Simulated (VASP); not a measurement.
Crystal: BAs.

```
CELL_PARAMETERS angstrom
3.25501 0.00000 0.00000
-1.62751 2.81892 0.00000
0.00000 0.00000 5.42102
ATOMIC_POSITIONS crystal
B 0.00000 0.00000 0.00000
B 0.00000 0.00000 0.50000
As 0.33333 0.66667 0.25000
As 0.66667 0.33333 0.75000
```

Base run:

- Program: VASP 6.6.1
- Functional: r2SCAN
- Potentials or basis: VASP PAW PBE potentials, release 64 (B, As)
- Cutoff: 520 eV
- k mesh: 9 × 9 × 4
- Occupations: fermi-dirac, width 0.02 eV
- Spin: no spin polarisation

Its results: band gap on the k mesh zero (band 8 reaches 9.03 eV, above the bottom of band 9 at 2.75 eV); pressure 0.3 GPa.

**Question.** The run is repeated on the same cell with these changes: functional from r2SCAN to PBE; further incar settings from ALGO = Normal; EDIFF = 1e-06; NBANDS = 16 to ALGO = Normal; EDIFF = 1e-07; NBANDS = 16. What comes out?

**Answer.** Band gap on the k mesh zero (band 8 reaches 9.00 eV, above the bottom of band 9 at 2.96 eV); pressure 1.5 GPa.

Caveats: the PAW data sets were made with another functional, which shifts forces and pressure a little (some runs).
